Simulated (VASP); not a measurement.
# Si31C32 (a cell with a defect) in VASP: notebook

Runs on Si31C32 (a cell with a defect). Level: PBEsol. Tasks: relaxation of the atoms, single point.

Everything below comes from runs of VASP 6.6.1. Logs are shortened: lines on timing, memory, paths and dates and some standing lists are left out, and cuts for length are marked.

## (1) The cell of the first run

The cell holds a defect, 63 atoms: a = 8.714 Å, b = 8.714 Å, c = 8.714 Å, α = 90.00°, β = 90.00°, γ = 90.00°.

## (2) Relaxation of the atoms, PBEsol

Input file INCAR:

```
PREC = Accurate
ENCUT = 520
EDIFF = 1E-6
ISMEAR = -1
SIGMA = 0.05
LREAL = Auto
LASPH = True
NELM = 100
ALGO = Normal
ISIF = 2
LWAVE = False
LCHARG = False
GGA = PS
IBRION = 2
NSW = 100
EDIFFG = -0.03
NELECT = 250.0
```

Input file KPOINTS:

```
Automatic mesh
0
Gamma
  1 1 1
```

Input file POSCAR:

```
Si31C32
1.0
    8.7137060000      0.0000000000      0.0000000000
    0.0000000000      8.7137060000      0.0000000000
    0.0000000000      0.0000000000      8.7137060000
Si C
31 32
Direct
    0.9983030000      0.0029520000      0.0015420000
    0.0004390000      0.9984370000      0.5052010000
    0.9976880000      0.5010110000      0.9991740000
    0.0034050000      0.5006910000      0.5004920000
    0.5037010000      0.0015150000      0.0046240000
    0.4996250000      0.9968120000      0.4978600000
    0.5022470000      0.4964160000      0.9975030000
    0.2507360000      0.2515880000      0.0000250000
    0.2475240000      0.2483980000      0.5021600000
    0.2524140000      0.7492720000      0.0009400000
    0.2488570000      0.7515460000      0.4964040000
    0.7525800000      0.2500420000      0.9978960000
    0.7519460000      0.2504970000      0.4979540000
    0.7496090000      0.7495460000      0.9964600000
    0.7540190000      0.7508940000      0.4992960000
    0.2505520000      0.9952040000      0.2565870000
    0.2498420000      0.0009340000      0.7466590000
    0.2517260000      0.5020910000      0.2470900000
    0.2478980000      0.4973200000      0.7473560000
    0.7498540000      0.9985110000      0.2547350000
    0.7483770000      0.0033680000      0.7481070000
    0.7500790000      0.4990470000      0.2521410000
    0.7489120000      0.5038460000      0.7537840000
    0.0027110000      0.2534990000      0.2514630000
    0.0011280000      0.2519640000      0.7500890000
    0.9971590000      0.7509350000      0.2544470000
    0.0000160000      0.7489280000      0.7472310000
    0.4984930000      0.2515330000      0.2455480000
    0.4983920000      0.2521020000      0.7504430000
    0.4997560000      0.7475260000      0.2471520000
    0.5022820000      0.7485470000      0.7473180000
    0.1246830000      0.1231600000      0.1235360000
    0.1252330000      0.1262910000      0.6256310000
    0.1238530000      0.6249530000      0.1259760000
    0.1239370000      0.6238930000      0.6279330000
    0.6246960000      0.1288810000      0.1237960000
    0.6255140000      0.1233700000      0.6274610000
    0.6276190000      0.6257240000      0.1300820000
    0.6234850000      0.6218790000      0.6229760000
    0.3762470000      0.3783990000      0.1241340000
    0.3739830000      0.3726340000      0.6222470000
    0.3772530000      0.8718860000      0.1274560000
    0.3748570000      0.8738480000      0.6244670000
    0.8724520000      0.3723470000      0.1263260000
    0.8755620000      0.3743560000      0.6256360000
    0.8722200000      0.8755720000      0.1274750000
    0.8755880000      0.8723690000      0.6245630000
    0.3713160000      0.1218760000      0.3778040000
    0.3714140000      0.1254640000      0.8783540000
    0.3739690000      0.6226020000      0.3791300000
    0.3789230000      0.6270980000      0.8762380000
    0.8761610000      0.1252640000      0.3769750000
    0.8743340000      0.1215770000      0.8761020000
    0.8775140000      0.6250360000      0.3741700000
    0.8748790000      0.6278390000      0.8785710000
    0.1260830000      0.3739650000      0.3751000000
    0.1276040000      0.3749530000      0.8724000000
    0.1268810000      0.8768730000      0.3759770000
    0.1238850000      0.8749970000      0.8756090000
    0.6238610000      0.3758490000      0.3747890000
    0.6239110000      0.3761320000      0.8803830000
    0.6313690000      0.8714830000      0.3728380000
    0.6237890000      0.8743220000      0.8735460000
```

Potentials or basis: VASP PAW PBE potentials, release 64 (Si, C).

Launch:

```
$ cat potpaw_PBE.64/Si/POTCAR potpaw_PBE.64/C/POTCAR > POTCAR
$ mpirun -np 1 vasp_gam > vasp.out
```

OUTCAR:

```text
PREC = Accurate
   ENCUT = 520
   EDIFF = 1E-6
   ISMEAR = -1
   LREAL = Auto
   LASPH = True
   NELM = 100
   ISIF = 2
   GGA = PS
   IBRION = 2
   NSW = 100
   EDIFFG = -0.03
   NELECT = 250.0

 ion  position               nearest neighbor table
   1  0.998  0.003  0.002-  53 1.85  32 1.85  46 1.91  59 1.91  12 3.04  25 3.08  24 3.08   8 3.09
                            20 3.09  14 3.09  21 3.10  26 3.11  17 3.12  16 3.13  10 3.13  27 3.13
   2  0.000  0.998  0.505-  47 1.86  33 1.88  58 1.90  52 1.91  17 3.02  27 3.03  15 3.04  21 3.05
                            11 3.05   9 3.06  26 3.07  25 3.07  16 3.07  13 3.08  20 3.09  24 3.14
   3  0.998  0.501  0.999-  55 1.86  34 1.90  44 1.92  57 1.93  23 3.04  12 3.06  14 3.06  25 3.07
                            24 3.08  27 3.08  22 3.08  18 3.09  19 3.09   8 3.10  10 3.10  26 3.11
   4  0.003  0.501  0.500-  35 1.87  56 1.89  54 1.89  45 1.91  19 3.03  27 3.05  24 3.06  11 3.06
                            26 3.06   9 3.06  25 3.07  15 3.08  13 3.09  22 3.09  18 3.09  23 3.13
   5  0.504  0.002  0.005-  36 1.85  63 1.90  42 1.91  49 1.93  28 3.03  20 3.06  30 3.06  12 3.07
                            14 3.07  21 3.09   8 3.10  10 3.10  29 3.11  16 3.11  31 3.14
   6  0.500  0.997  0.498-  48 1.88  43 1.88  37 1.92  62 1.92  16 3.02  20 3.04  11 3.06  31 3.07
                            17 3.07  21 3.08  30 3.08  15 3.08   9 3.10  13 3.12  28 3.12  29 3.13
   7  0.502  0.496  0.998-  61 1.81  40 1.87  51 1.89  38 1.95  23 3.02  29 3.03  28 3.04   8 3.06
                            12 3.06  18 3.08  14 3.08  30 3.09  31 3.10  22 3.10  10 3.10  19 3.11
   8  0.251  0.252  0.000-  49 1.85  57 1.88  40 1.89  32 1.90  28 3.04   7 3.06  29 3.06  18 3.07
                            19 3.07  24 3.08  25 3.08   1 3.09   3 3.10   5 3.10  17 3.11
   9  0.248  0.248  0.502-  33 1.85  41 1.87  56 1.88  48 1.88  17 3.03  19 3.04  25 3.05  24 3.05
[... 63 lines left out ...]
  50  0.374  0.623  0.379-  11 1.87  18 1.89  30 1.93
  51  0.379  0.627  0.876-  10 1.88  31 1.88   7 1.89  19 1.96
  52  0.876  0.125  0.377-  13 1.86  20 1.89   2 1.91  24 1.91
  53  0.874  0.122  0.876-   1 1.85  12 1.87  21 1.87  25 1.93
  54  0.878  0.625  0.374-  26 1.84  15 1.88  22 1.89   4 1.89
  55  0.875  0.628  0.879-  14 1.84   3 1.86  23 1.89  27 1.90
  56  0.126  0.374  0.375-  24 1.85   9 1.88   4 1.89  18 1.92
  57  0.128  0.375  0.872-  19 1.85  25 1.87   8 1.88   3 1.93
  58  0.127  0.877  0.376-  16 1.82  11 1.85  26 1.90   2 1.90
  59  0.124  0.875  0.876-  27 1.90   1 1.91  10 1.91  17 1.92
  60  0.624  0.376  0.375-  22 1.87  13 1.89  28 1.91
  61  0.624  0.376  0.880-   7 1.81  12 1.87  23 1.91  29 1.91
  62  0.631  0.871  0.373-  20 1.83  15 1.86  30 1.92   6 1.92
  63  0.624  0.874  0.874-  14 1.88  31 1.88   5 1.90  21 1.91

  LATTYP: Found a simple cubic cell.
 ALAT       =     8.7137060000

  Lattice vectors:

 A1 = (   8.7137060000,   0.0000000000,   0.0000000000)
 A2 = (   0.0000000000,   8.7137060000,   0.0000000000)
 A3 = (   0.0000000000,   0.0000000000,   8.7137060000)

Analysis of symmetry for initial positions (statically):
[... 254 lines left out ...]
 conjugate gradient relaxation of ions
 non-spin polarized calculation
  energy-cutoff  :      520.00
  volume of cell :      661.62
 maximum number of plane-waves:      8923
 NGX is ok and might be reduce to    70
   NGX = 33   NGY = 33   NGZ = 33

--------------------------------------- Ionic step        1  -------------------------------------------

 number of electron     249.9999993 magnetization

 Free energy of the ion-electron system (eV)
  ---------------------------------------------------
  ext. energy  EPLUGINS =         0.00000000
  ---------------------------------------------------
  free energy    TOTEN  =      -506.51212523 eV

  energy without entropy =     -506.48864566  energy(sigma->0) =     -506.50038545

------------------------ aborting loop because EDIFF is reached ----------------------------------------

  FORCE on cell =-STRESS in cart. coord.  units (eV):
  Direction    XX          YY          ZZ          XY          YZ          ZX
  --------------------------------------------------------------------------------------
  -------------------------------------------------------------------------------------
  Total      -21.3542056    -21.7239334    -22.9833769     -2.0890056      0.5668877      0.9879088
  in kB      -51.7112807    -52.6066126    -55.6564770     -5.0587297      1.3727736      2.3923170
  external PRESSURE =     -53.3247901 kB  Pullay stress =       0.0000000 kB
[... 272 lines left out ...]
  FREE ENERGIE OF THE ION-ELECTRON SYSTEM (eV)
  ---------------------------------------------------
  free  energy   TOTEN  =      -508.1170989083 eV

  energy  without entropy=     -508.1148193161  energy(sigma->0) =     -508.11595911

[... ionic steps 4 to 11 ...]

--------------------------------------- Ionic step       12  -------------------------------------------

 number of electron     249.9999974 magnetization

------------------------ aborting loop because EDIFF is reached ----------------------------------------
[... 189 lines left out ...]
--------------------------------------- Ionic step       14  -------------------------------------------

 number of electron     249.9999973 magnetization

 Free energy of the ion-electron system (eV)
  ---------------------------------------------------
  ext. energy  EPLUGINS =         0.00000000
  ---------------------------------------------------
  free energy    TOTEN  =      -508.69963589 eV

  energy without entropy =     -508.69849310  energy(sigma->0) =     -508.69906450

 E-fermi :   7.9500     XC(G=0): -11.3531

 val. band max:        7.5243599744   @ k =   0.0000   0.0000   0.0000
 cond. band min:       8.3752100468   @ k =   0.0000   0.0000   0.0000
 fundamental gap:      0.8508500723
 Fermi energy:         7.9499928207

 k-point     1 :       0.0000    0.0000    0.0000
  band No.  band energies     occupation
      1      -7.6210      2.00000
      2      -6.0876      2.00000
      3      -6.0870      2.00000
      4      -6.0866      2.00000
      5      -6.0691      2.00000
      6      -6.0684      2.00000
[... 129 lines left out ...]
    136      12.0468      0.00000
    137      12.0474      0.00000
 [bands above 137 left out]

------------------------ aborting loop because EDIFF is reached ----------------------------------------

  FORCE on cell =-STRESS in cart. coord.  units (eV):
  Direction    XX          YY          ZZ          XY          YZ          ZX
  --------------------------------------------------------------------------------------
  -------------------------------------------------------------------------------------
  Total      -16.0171826    -16.0002857    -16.0113535      0.0189195     -0.0134771     -0.0267473
  in kB      -38.7871617    -38.7462441    -38.7730459      0.0458155     -0.0326361     -0.0647711
  external PRESSURE =     -38.7688172 kB  Pullay stress =       0.0000000 kB
[... 78 lines left out ...]
  FREE ENERGIE OF THE ION-ELECTRON SYSTEM (eV)
  ---------------------------------------------------
  free  energy   TOTEN  =      -508.6996358872 eV

  energy  without entropy=     -508.6984931029  energy(sigma->0) =     -508.69906450

 reached required accuracy - stopping structural energy minimisation
```

Run time: 38 min. Hardware: 1 thread of AMD EPYC 7R13, shared host; peak memory 0.72 GiB.

Results:

| Item | Value |
| --- | --- |
| Free energy | -508.6996 eV |
| Energy gained by relaxing | 34.7 meV/atom |
| Ionic steps | 14 |
| Largest force after relaxing | 0.017 eV/Å |

Forces on the atoms (eV/Å):
```
Si   0.004  0.004 -0.005
Si  -0.001 -0.001  0.003
Si  -0.001  0.007 -0.002
Si   0.006 -0.002  0.005
Si   0.002 -0.006 -0.006
Si  -0.002 -0.006  0.008
Si   0.010 -0.006 -0.001
Si   0.006  0.009 -0.009
Si   0.001  0.000 -0.002
Si   0.004 -0.001 -0.003
Si   0.003 -0.006  0.000
Si  -0.008  0.011 -0.006
Si  -0.005 -0.006  0.008
Si  -0.005 -0.003 -0.004
Si  -0.006 -0.005 -0.002
Si  -0.001 -0.003  0.008
Si   0.012 -0.009 -0.004
Si  -0.005  0.000 -0.006
Si   0.010  0.011  0.008
Si  -0.007 -0.002  0.007
Si  -0.009  0.004 -0.012
Si  -0.004  0.006  0.007
Si   0.004  0.004 -0.002
Si   0.002  0.004  0.010
Si  -0.005  0.012  0.004
Si  -0.001 -0.013  0.010
Si  -0.002 -0.005 -0.006
Si  -0.001  0.002  0.003
Si   0.003  0.009 -0.012
Si   0.001  0.004 -0.005
Si  -0.006  0.000 -0.006
C    0.001 -0.004  0.005
C   -0.001 -0.002 -0.010
C   -0.007  0.006  0.000
C   -0.005  0.008  0.002
C    0.005 -0.008  0.000
C    0.005  0.001 -0.010
C    0.008  0.002  0.006
C    0.004 -0.002 -0.002
C   -0.011 -0.004 -0.005
C    0.000  0.000 -0.010
C    0.000  0.002  0.003
C   -0.003  0.002  0.001
C    0.005  0.005 -0.003
C    0.003 -0.004 -0.004
C    0.002  0.007  0.008
C    0.003  0.002 -0.002
C   -0.003 -0.005  0.001
C    0.002 -0.004  0.009
C    0.000 -0.007 -0.002
C   -0.005  0.004 -0.007
C    0.008 -0.002  0.009
C    0.002  0.005  0.008
C    0.004 -0.002 -0.001
C    0.007 -0.003  0.009
C   -0.004 -0.004  0.000
C   -0.006 -0.002  0.005
C   -0.003  0.005  0.000
C   -0.008  0.004  0.001
C    0.000 -0.008 -0.004
C   -0.002 -0.006  0.010
C    0.009  0.001 -0.005
C   -0.004  0.003 -0.001
```

Step by step:
```csv
step,energy change (eV),largest force (eV/Å),pressure (GPa)
1,0.0000,2.4613,-5.33
2,-1.1961,1.6947,-4.85
3,-1.6050,1.1872,-5.32
4,-1.8816,0.7429,-4.94
5,-1.9026,0.6638,-4.79
6,-2.0690,0.3435,-4.42
7,-2.0737,0.4201,-4.35
8,-2.1487,0.2420,-4.14
9,-2.1534,0.2258,-4.07
10,-2.1824,0.1243,-3.93
11,-2.1826,0.1333,-3.92
12,-2.1868,0.0479,-3.88
13,-2.1869,0.0468,-3.88
14,-2.1875,0.0166,-3.88
```

Final structure:
```
CELL_PARAMETERS angstrom
8.71371 0.00000 0.00000
0.00000 8.71371 0.00000
0.00000 0.00000 8.71371
ATOMIC_POSITIONS crystal
Si 0.00021 0.99979 0.00038
Si 0.00018 0.99987 0.50032
Si 0.00021 0.49978 0.00037
Si 0.00014 0.49989 0.50031
Si 0.50018 0.99986 0.00045
Si 0.50022 0.99992 0.50039
Si 0.50014 0.49986 0.00038
Si 0.24972 0.24937 0.00053
Si 0.24923 0.24886 0.49603
Si 0.24979 0.75024 0.00039
Si 0.24924 0.75089 0.50484
Si 0.75071 0.24932 0.00035
Si 0.75116 0.24893 0.50480
Si 0.75067 0.75026 0.00045
Si 0.75122 0.75089 0.49600
Si 0.24981 0.99990 0.24991
Si 0.24969 0.99984 0.75089
Si 0.24931 0.49546 0.24953
Si 0.24917 0.50414 0.75133
Si 0.75066 0.99981 0.24987
Si 0.75071 0.99981 0.75092
Si 0.75119 0.50422 0.24934
Si 0.75114 0.49543 0.75137
Si 0.00025 0.24938 0.24989
Si 0.00017 0.24933 0.75080
Si 0.00022 0.75035 0.24985
Si 0.00030 0.75028 0.75086
Si 0.49587 0.24893 0.24944
Si 0.50462 0.24875 0.75154
Si 0.50463 0.75079 0.24948
Si 0.49584 0.75084 0.75142
C 0.12506 0.12469 0.12526
C 0.12454 0.12418 0.62689
C 0.12463 0.62624 0.12477
C 0.12444 0.62521 0.62578
C 0.62667 0.12426 0.12475
C 0.62566 0.12403 0.62593
C 0.62559 0.62525 0.12458
C 0.64128 0.64094 0.64145
C 0.37482 0.37444 0.12467
C 0.35914 0.35862 0.64161
C 0.37375 0.87543 0.12479
C 0.37480 0.87569 0.62587
C 0.87584 0.37330 0.12474
C 0.87599 0.37446 0.62584
C 0.87533 0.87494 0.12520
C 0.87589 0.87548 0.62690
C 0.37481 0.12413 0.37494
C 0.37364 0.12420 0.87609
C 0.35918 0.64097 0.35942
C 0.37476 0.62523 0.87616
C 0.87577 0.12425 0.37381
C 0.87535 0.12466 0.87548
C 0.87596 0.62535 0.37487
C 0.87583 0.62636 0.87599
C 0.12443 0.37441 0.37497
C 0.12458 0.37328 0.87602
C 0.12462 0.87549 0.37388
C 0.12515 0.87491 0.87556
C 0.64124 0.35891 0.35943
C 0.62566 0.37442 0.87619
C 0.62562 0.87567 0.37498
C 0.62673 0.87547 0.87610
```

Caveat: the k points lie up to 0.72 Å⁻¹ apart; the cell carries a net charge on a neutralising background, which shifts energy and pressure; the cell is charged against a uniform background, so pressure and absolute levels hang on convention; the PAW data sets were made with another functional, which shifts forces and pressure a little.

(Part 1 of 2 ends here.)
